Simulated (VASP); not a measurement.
Write the native input for VASP 6.6.1 that does the following.

| Item | Value |
| --- | --- |
| Task | single point |
| Functional | PBE |
| Potentials or basis | VASP PAW PBE potentials, release 64 (Rb_sv, Br) |
| Cutoff | 520 eV |
| k mesh | 6 × 6 × 6 |
| Occupations | fermi-dirac, width 0.02 eV |
| Spin | no spin polarisation |
| Dipole correction | no |
| Further INCAR settings | ALGO = Normal; EDIFF = 1e-06; NBANDS = 15 |

The structure of RbBr lies in POSCAR:

```
RbBr
1.0
    4.0982043437      0.1292028931      0.1292028931
    0.1292028931      4.0982043437      0.1292028931
    0.1292028931      0.1292028931      4.0982043437
Rb Br
1 1
Direct
    0.0000000000      0.0000000000      0.0000000000
    0.5000000000      0.5000000000      0.5000000000
```

This cell differs from its parent crystal: epitaxial 111 strain -3.9%.

The input as run:

INCAR

```
PREC = Accurate
ENCUT = 520
EDIFF = 1E-6
ISMEAR = -1
SIGMA = 0.02
LREAL = False
LASPH = True
NELM = 100
ALGO = Normal
ISIF = 2
LWAVE = False
LCHARG = False
GGA = PE
NBANDS = 15
```

KPOINTS

```
Automatic mesh
0
Gamma
  6 6 6
```

Potentials or basis: VASP PAW PBE potentials, release 64 (Rb_sv, Br).

Launch:

```sh
$ cat potpaw_PBE.64/Rb_sv/POTCAR potpaw_PBE.64/Br/POTCAR > POTCAR
$ mpirun -np 1 vasp_std > vasp.out
```

Results of the run:

| Property | Result |
| --- | --- |
| Pressure | 1.5 GPa |
| Band gap on the k mesh | 4.18 eV, indirect (least direct gap 4.27 eV) |

Caveat: the cell differs from its parent crystal (epitaxial 111 strain -3.9%).

Wall time 11 s on 1 thread of Intel(R) Xeon(R) 6975P-C (Granite Rapids), on a shared host, peak memory 0.18 GiB.
